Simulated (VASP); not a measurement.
CaPtS3, 10 atoms in the cell. Symmetry: R-3c, No. 167, trigonal system. The conventional cell has a = 7.019 Å, b = 7.019 Å, c = 13.754 Å, α = 90.00°, β = 90.00°, γ = 120.00°. Within 3.6 Å of Ca (site symmetry 32) lie 9 S at 2.76 to 3.15 Å and 2 Pt at 3.44 Å. Pt (site symmetry -3) has 6 S at 2.45 Å within 3.2 Å. Within 3.2 Å of S (site symmetry 2) lie 2 Pt at 2.45 Å and 3 Ca at 2.76 to 3.15 Å and 4 S at 3.15 Å. 

- Program: VASP 6.6.1
- Task: single point
- Functional: PBE
- Potentials or basis: VASP PAW PBE potentials, release 64 (Ca_sv, Pt, S)
- Cutoff: 520 eV
- k mesh: 6 × 6 × 6
- Occupations: gaussian, width 0.1 eV
- Spin: no spin polarisation
- Dipole correction: no
- Further INCAR settings: ALGO = Normal; EDIFF = 1e-06; NBANDS = 49

Potentials or basis: VASP PAW PBE potentials, release 64 (Ca_sv, Pt, S).

Run with:

```bash
$ cat potpaw_PBE.64/Ca_sv/POTCAR potpaw_PBE.64/Pt/POTCAR potpaw_PBE.64/S/POTCAR > POTCAR
$ mpirun -np 1 vasp_std > vasp.out
```

Hardware: 1 thread of Intel(R) Xeon(R) 6975P-C (Granite Rapids), with other jobs on the host.

Estimate the wall time of this run.

Wall time 3.4 min on 1 thread of Intel(R) Xeon(R) 6975P-C (Granite Rapids) (shared host), peak memory 0.47 GiB. Counts: scf iterations 15, k points 32.
